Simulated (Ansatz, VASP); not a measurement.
# One calculation of LiNbO3, two programs

```
Li Nb O
1.0
     2.62290    1.51433    4.57312
    -2.62290    1.51433    4.57312
     0.00000   -3.02867    4.57312
Li Nb O
2 2 6
Direct
  0.28159 0.28159 0.28159
  0.78159 0.78159 0.78159
  0.00049 0.00049 0.00049
  0.50049 0.50049 0.50049
  0.11046 0.35803 0.72110
  0.72110 0.11046 0.35803
  0.35803 0.72110 0.11046
  0.22110 0.85803 0.61046
  0.85803 0.61046 0.22110
  0.61046 0.22110 0.85803
```

Alike in both runs: task single point; functional PBE; k mesh 6 × 6 × 6; occupations gaussian, width 0.05 eV; no spin polarisation.

|  | VASP | Ansatz |
| --- | --- | --- |
| version | VASP 6.6.1 | Ansatz 0.2.0 |
| potentials or method | VASP PAW PBE potentials, release 64 (Li_sv, Nb_sv, O), cutoff 520 eV | scalar-relativistic, plane waves, PAW |
| valence electrons in the cell | 68 | 68 |

VASP gave:

| Quantity | Value |
| --- | --- |
| gap on the k mesh at the Fermi level (eV) | 3.52 |
| least direct gap on the mesh (eV) | 3.58 |
| rms of the force components (eV/Å) | 0.053 |

What did Ansatz give for the same quantities?

gap on the k mesh at the Fermi level (eV): 3.54; least direct gap on the mesh (eV): 3.59; rms of the force components (eV/Å): 0.053.

Atom by atom the forces differ by 0.011 eV/Å (rms over components). The functional is the same, so the differences come from potentials, cutoffs and numerics.

Noted on VASP's run: the cutoff is short for stress, so the pressure is rough.
